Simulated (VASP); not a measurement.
# BaIr3 (Pm-3m) in VASP: single point with PBE

Aim: the single point of BaIr3 with PBE.

Program: VASP 6.6.1. These are calculated values, not measurements. Logs are shortened: lines on timing, memory, paths and dates and some standing lists are left out, and cuts for length are marked.

### 1 The cell of the first run

The structure is cubic, space group Pm-3m (No. 221). Conventional cell: a = 4.317 Å, b = 4.317 Å, c = 4.317 Å, α = 90.00°, β = 90.00°, γ = 90.00°. Ba (site symmetry m-3m) has 12 Ir at 3.05 Å within 4.0 Å. Within 4.0 Å of Ir (site symmetry 4/mmm) lie 4 Ba at 3.05 Å and 8 Ir at 3.05 Å.

### 2 Single point, PBE (20.12 Å³/atom)

File INCAR:

```
PREC = Accurate
ENCUT = 500
EDIFF = 1E-6
ISMEAR = 0
SIGMA = 0.05
LREAL = F
LASPH = T
NELM = 120
ALGO = Normal
ISIF = 2
LWAVE = F
LCHARG = F
GGA = PE
NBANDS = 38
GGA_COMPAT = F
```

File KPOINTS:

```
regular mesh
0
Gamma
  8 8 8
```

File POSCAR:

```
BaIr3
1.0
    4.3173796179      0.0000000000      0.0000000000
    0.0000000000      4.3173796179      0.0000000000
    0.0000000000      0.0000000000      4.3173796179
Ba Ir
1 3
Direct
    0.0000000000      0.0000000000      0.0000000000
    0.0000000000      0.5000000000      0.5000000000
    0.5000000000      0.5000000000      0.0000000000
    0.5000000000      0.0000000000      0.5000000000
```

Potentials or basis: VASP PAW PBE potentials, release 64 (Ba_sv, Ir_sv_GW).

Command:

```bash
cat potpaw_PBE.64/Ba_sv/POTCAR potpaw_PBE.64/Ir_sv_GW/POTCAR > POTCAR
mpirun -np 1 vasp_std > vasp.out
```

OUTCAR:

```text
PREC = Accurate
   ENCUT = 500
   EDIFF = 1E-6
   ISMEAR = 0
   LREAL = F
   LASPH = T
   NELM = 120
   ISIF = 2
   GGA = PE

 ion  position               nearest neighbor table
   1  0.000  0.000  0.000-   2 3.05   3 3.05   4 3.05   2 3.05   4 3.05   2 3.05   3 3.05   2 3.05
                             3 3.05   4 3.05   4 3.05   3 3.05
   2  0.000  0.500  0.500-   1 3.05   3 3.05   4 3.05   1 3.05   3 3.05   1 3.05   4 3.05   1 3.05
                             3 3.05   4 3.05   3 3.05   4 3.05
   3  0.500  0.500  0.000-   1 3.05   2 3.05   4 3.05   2 3.05   4 3.05   1 3.05   4 3.05   4 3.05
                             1 3.05   2 3.05   2 3.05   1 3.05
   4  0.500  0.000  0.500-   1 3.05   2 3.05   3 3.05   1 3.05   3 3.05   2 3.05   3 3.05   3 3.05
                             1 3.05   2 3.05   1 3.05   2 3.05

  LATTYP: Found a simple cubic cell.
 ALAT       =     4.3173796179

  Lattice vectors:

 A1 = (   4.3173796179,   0.0000000000,   0.0000000000)
 A2 = (   0.0000000000,   4.3173796179,   0.0000000000)
 A3 = (   0.0000000000,   0.0000000000,   4.3173796179)

Analysis of symmetry for initial positions (statically):
=====================================================================
 Subroutine PRICEL returns:
 Original cell was already a primitive cell.

 Routine SETGRP: Setting up the symmetry group for a
 simple cubic supercell.

 Subroutine GETGRP returns: Found 48 space group operations
 (whereof 48 operations were pure point group operations)
 out of a pool of 48 trial point group operations.

The static configuration has the point symmetry O_h .

Analysis of symmetry for dynamics (positions and initial velocities):
=====================================================================
 Subroutine PRICEL returns:
 Original cell was already a primitive cell.

 Routine SETGRP: Setting up the symmetry group for a
 simple cubic supercell.

 Subroutine GETGRP returns: Found 48 space group operations
 (whereof 48 operations were pure point group operations)
 out of a pool of 48 trial point group operations.

The dynamic configuration has the point symmetry O_h .

 Subroutine INISYM returns: Found 48 space group operations
 (whereof 48 operations are pure point group operations),
 and found     1 'primitive' translations

----------------------------------------------------------------------------------------

                                     Primitive cell

  volume of cell :      80.4749

  direct lattice vectors                    reciprocal lattice vectors
     4.317379618  0.000000000  0.000000000     0.231621976  0.000000000  0.000000000
     0.000000000  4.317379618  0.000000000     0.000000000  0.231621976  0.000000000
     0.000000000  0.000000000  4.317379618     0.000000000  0.000000000  0.231621976

  length of vectors
     4.317379618  4.317379618  4.317379618     0.231621976  0.231621976  0.231621976

  position of ions in fractional coordinates (direct lattice)
     0.000000000  0.000000000  0.000000000
     0.000000000  0.500000000  0.500000000
     0.500000000  0.500000000  0.000000000
     0.500000000  0.000000000  0.500000000

  ion indices of the primitive-cell ions
   primitive index   ion index
                 1           1
                 2           2
                 3           3
                 4           4

----------------------------------------------------------------------------------------

 KPOINTS: regular mesh

Automatic generation of k-mesh.
 Grid dimensions read from file:
 generate k-points for:    8    8    8

 Generating k-lattice:

  Cartesian coordinates                     Fractional coordinates (reciprocal lattice)
     0.028952747  0.000000000  0.000000000     0.125000000  0.000000000  0.000000000
     0.000000000  0.028952747  0.000000000     0.000000000  0.125000000  0.000000000
     0.000000000  0.000000000  0.028952747     0.000000000  0.000000000  0.125000000

  Length of vectors
     0.028952747  0.028952747  0.028952747

  Shift w.r.t. Gamma in fractional coordinates (k-lattice)
     0.000000000  0.000000000  0.000000000

 Subroutine IBZKPT returns following result:
 ===========================================

 Found     35 irreducible k-points:

 Following reciprocal coordinates:
            Coordinates               Weight
  0.000000  0.000000  0.000000      1.000000
  0.125000  0.000000  0.000000      6.000000
  0.250000  0.000000  0.000000      6.000000
  0.375000  0.000000  0.000000      6.000000
  0.500000  0.000000  0.000000      3.000000
  0.125000  0.125000  0.000000     12.000000
[... 16 lines left out ...]
  0.375000  0.375000  0.125000     24.000000
  0.500000  0.375000  0.125000     24.000000
 [... further k-points ...]
   k-points           NKPTS =     35   k-points in BZ     NKDIM =     35   number of bands    NBANDS=     38
   number of dos      NEDOS =    301   number of ions     NIONS =      4
   total plane-waves  NPLWV =  32768
   dimension x,y,z NGX =    32 NGY =   32 NGZ =   32
   dimension x,y,z NGXF=    64 NGYF=   64 NGZF=   64
   ions per type =               1   3
   NGX,Y,Z   is equivalent  to a cutoff of  12.32, 12.32, 12.32 a.u.
   NGXF,Y,Z  is equivalent  to a cutoff of  24.64, 24.64, 24.64 a.u.
 SYSTEM =  unknown system
   PREC   = accura    normal or accurate (medium, high low for compatibility)
   ISTART =      0    job   : 0-new  1-cont  2-samecut
   ICHARG =      2    charge: 1-file 2-atom 10-const
   ISPIN  =      1    spin polarized calculation?
   LNONCOLLINEAR =      F non collinear calculations
   LSORBIT =      F    spin-orbit coupling
   LASPH  =      T    aspherical Exc in radial PAW
   ENCUT  =  500.0 eV  36.75 Ry    6.06 a.u.   7.87  7.87  7.87*2*pi/ulx,y,z
   NELM   =    120;   NELMIN=  2; NELMDL= -5     # of ELM steps
   EDIFF  = 0.1E-05   stopping-criterion for ELM
   LREAL  =      F    real-space projection
   EDIFFG = 0.1E-04   stopping-criterion for IOM
   NSW    =      0    number of steps for IOM
   IBRION =     -1    ionic relax: 0-MD 1-quasi-New 2-CG
   NFREE  =      0    steps in history (QN), initial steepest desc. (CG)
   ISIF   =      2    stress and relaxation
   ISYM   =      2    0-nonsym 1-usesym 2-fastsym
   POTIM  = 0.5000    time-step for ionic-motion
   TEBEG  =    0.0;   TEEND  =   0.0 temperature during run
   PSTRESS=    0.0 pullay stress
   NELECT =      61.0000    total number of electrons
   NUPDOWN=      -1.0000    fix difference up-down
   EMIN   =  10.00;   EMAX   =-10.00  energy-range for DOS
   EFERMI =   0.00;   METHOD = LEGACY
   ISMEAR =     0;   SIGMA  =   0.05  broadening in eV -4-tet -1-fermi 0-gaus
   EFERMI_NEDOS =   21; number of points for ismear=-14 and -15
   IALGO  =     38    algorithm
   IMIX   =      4    mixing-type and parameters
     AMIX     =   0.40;   BMIX     =  1.00
     AMIX_MAG =   1.60;   BMIX_MAG =  1.00
  volume/ion in A,a.u.               =      20.12       135.77
  Fermi-wavevector in a.u.,A,eV,Ry     =   1.492673  2.820742 30.314750  2.228071
  Thomas-Fermi vector in A             =   2.605171
   LORBIT       =      0    0 simple, 1 ext, 2 COOP (PROOUT), +10 PAW based schemes
   GGA     = PE    functional components
   LHFCALC =     F    Hartree Fock is set to
   AEXX    =    0.0000 exact exchange contribution
   IVDW    =     0    specifies the selected vdW correction
   LEPSILON=     F    determine dielectric tensor
   LRPA    =     F    only Hartree local field effects (RPA)
 non-spin polarized calculation
 Gauss-broadening in eV      SIGMA  =   0.05
  energy-cutoff  :      500.00
  volume of cell :       80.47
 maximum number of plane-waves:      2064
 NGX is ok and might be reduce to    32
   NGX = 15   NGY = 15   NGZ = 15

 number of electron      60.9999997 magnetization

 Free energy of the ion-electron system (eV)
  ---------------------------------------------------
  ext. energy  EPLUGINS =         0.00000000
  ---------------------------------------------------
  free energy    TOTEN  =       -26.36412042 eV

  energy without entropy =      -26.35676421  energy(sigma->0) =      -26.36044232

 E-fermi :   6.6807     XC(G=0): -12.2398

 val. band max:        6.6662084651   @ k =   0.1250   0.0000   0.0000
 cond. band min:       6.6815479651   @ k =   0.2500   0.1250   0.0000
 fundamental gap:      0.0153395000
 Fermi energy:         6.6806769911

 k-point     1 :       0.0000    0.0000    0.0000
  band No.  band energies     occupation
      1     -84.5504      2.00000
      2     -84.5377      2.00000
      3     -84.5377      2.00000
      4     -41.5242      2.00000
      5     -41.5242      2.00000
      6     -41.5242      2.00000
[... 30 lines left out ...]
     37      11.4742      0.00000
     38      16.0922      0.00000

 k-point     2 :       0.1250    0.0000    0.0000
  band No.  band energies     occupation
      1     -84.5501      2.00000
      2     -84.5384      2.00000
      3     -84.5379      2.00000
      4     -41.5228      2.00000
      5     -41.5228      2.00000
      6     -41.5210      2.00000
[... 30 lines left out ...]
     37      12.6033      0.00000
     38      14.7415      0.00000

 k-point     3 :       0.2500    0.0000    0.0000
  band No.  band energies     occupation
      1     -84.5488      2.00000
      2     -84.5395      2.00000
      3     -84.5379      2.00000
      4     -41.5178      2.00000
      5     -41.5178      2.00000
      6     -41.5119      2.00000
[... 30 lines left out ...]
     37      13.2913      0.00000
     38      13.4095      0.00000

 k-point     4 :       0.3750    0.0000    0.0000
  band No.  band energies     occupation
      1     -84.5473      2.00000
      2     -84.5412      2.00000
      3     -84.5381      2.00000
      4     -41.5128      2.00000
      5     -41.5128      2.00000
      6     -41.5018      2.00000
[... 30 lines left out ...]
     37      12.3946      0.00000
     38      13.6292      0.00000
[... 703 lines left out ...]
      4     -41.5562      2.00000
      5     -41.4891      2.00000
      6     -41.4574      2.00000
[... 30 lines left out ...]
     37      12.1121      0.00000
     38      14.2288      0.00000

 k-point    23 :       0.3750    0.3750    0.1250
  band No.  band energies     occupation
      1     -84.5445      2.00000
      2     -84.5417      2.00000
      3     -84.5406      2.00000
      4     -41.5642      2.00000
      5     -41.4858      2.00000
      6     -41.4485      2.00000
[... 30 lines left out ...]
     37      11.6737      0.00000
     38      14.2860      0.00000

 k-point    24 :       0.5000    0.3750    0.1250
  band No.  band energies     occupation
      1     -84.5439      2.00000
      2     -84.5424      2.00000
      3     -84.5409      2.00000
      4     -41.5675      2.00000
      5     -41.4837      2.00000
      6     -41.4425      2.00000
[... 30 lines left out ...]
     37      11.7244      0.00000
     38      14.0626      0.00000

 [... further k-points ...]

------------------------ aborting loop because EDIFF is reached ----------------------------------------

  FORCE on cell =-STRESS in cart. coord.  units (eV):
  Direction    XX          YY          ZZ          XY          YZ          ZX
  --------------------------------------------------------------------------------------
  -------------------------------------------------------------------------------------
  Total       -3.3949009     -3.3949009     -3.3949009     -0.0000000      0.0000000      0.0000000
  in kB      -67.5891490    -67.5891490    -67.5891490     -0.0000000      0.0000000      0.0000000
  external PRESSURE =     -67.5891490 kB  Pullay stress =       0.0000000 kB

 VOLUME and BASIS-vectors are now :
 -----------------------------------------------------------------------------
  energy-cutoff  :      500.00
  volume of cell :       80.47
      direct lattice vectors                 reciprocal lattice vectors
     4.317379618  0.000000000  0.000000000     0.231621976  0.000000000  0.000000000
     0.000000000  4.317379618  0.000000000     0.000000000  0.231621976  0.000000000
     0.000000000  0.000000000  4.317379618     0.000000000  0.000000000  0.231621976

 POSITION                                       TOTAL-FORCE (eV/Angst)
 -----------------------------------------------------------------------------------
      0.00000      0.00000      0.00000         0.000000      0.000000      0.000000
      0.00000      2.15869      2.15869         0.000000      0.000000      0.000000
      2.15869      2.15869      0.00000         0.000000      0.000000      0.000000
      2.15869      0.00000      2.15869         0.000000      0.000000      0.000000
 -----------------------------------------------------------------------------------
    total drift:                                0.000000     -0.000000     -0.000000

  FREE ENERGIE OF THE ION-ELECTRON SYSTEM (eV)
  ---------------------------------------------------
  free  energy   TOTEN  =       -26.3641204186 eV

  energy  without entropy=      -26.3567642148  energy(sigma->0) =      -26.36044232
```

Run time: 28 s. Hardware: 1 thread of Intel Xeon 6975P-C (Granite Rapids), shared host; peak memory 0.23 GiB.

What came out:

```
Free energy            : -26.3641 eV
Pressure               : -6.8 GPa
Band gap on the k mesh : zero (an odd number of electrons rules out a gap without spin polarisation)
```

Levels at points of the mesh, in eV from the Fermi level:
```csv
k point,band 29,band 30,band 31,band 32,band 33,band 34
"(0.00, 0.00, 0.00)",0.92,1.27,1.27,1.27,4.06,4.06
"(0.50, 0.00, 0.00)",-0.40,-0.33,-0.33,0.27,1.27,3.47
"(0.50, 0.50, 0.00)",-0.58,-0.58,-0.38,-0.34,0.51,2.69
"(0.50, 0.50, 0.50)",0.21,0.94,0.94,0.94,3.24,3.24
```

Caveat: the cell stands under tension; spin-orbit coupling is left out, which moves the levels of the heavy elements.
